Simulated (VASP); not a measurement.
**Co: single point with r2SCAN**

Co:

```
Co
1.0
     3.75321    0.00000    0.00000
    -1.87660    3.25037    0.00000
     0.00000    0.00000    2.30126
Co
3
Direct
  0.00000 0.00000 0.00000
  0.33333 0.66667 0.50000
  0.66667 0.33333 0.50000
```

This cell differs from its parent crystal: volume scaled by 0.92.

* Program: VASP 6.6.1
* Task: single point
* Functional: r2SCAN
* Potentials or basis: VASP PAW PBE potentials, release 64 (Co)
* Cutoff: 520 eV
* k mesh: 11 × 11 × 15
* Occupations: fermi-dirac, width 0.1 eV
* Spin: no spin polarisation

```
Pressure : 27.5 GPa
```

Stress tensor (GPa, compression positive):
```
27.99  0.00  0.00
 0.00 27.99  0.00
 0.00  0.00 26.47
```

Levels at points of the mesh, in eV from the Fermi level:
```csv
k point,band 10,band 11,band 12,band 13,band 14,band 15,band 16,band 17,band 18,band 19
"(0.00, 0.00, 0.00)",-1.87,-1.20,-1.20,-1.14,-1.14,0.54,0.54,7.97,7.97,8.01
```

Run time: 3.3 min on 1 thread of Intel(R) Xeon(R) Platinum 8488C (Sapphire Rapids), on a shared host, peak memory 0.18 GiB.

Caveat: the PAW data sets were made with another functional, which shifts forces and pressure a little; the run has no spin polarisation, though such a crystal can be magnetic. Spin polarisation is off, so any magnetic state and its effect on volume and gap are missing.
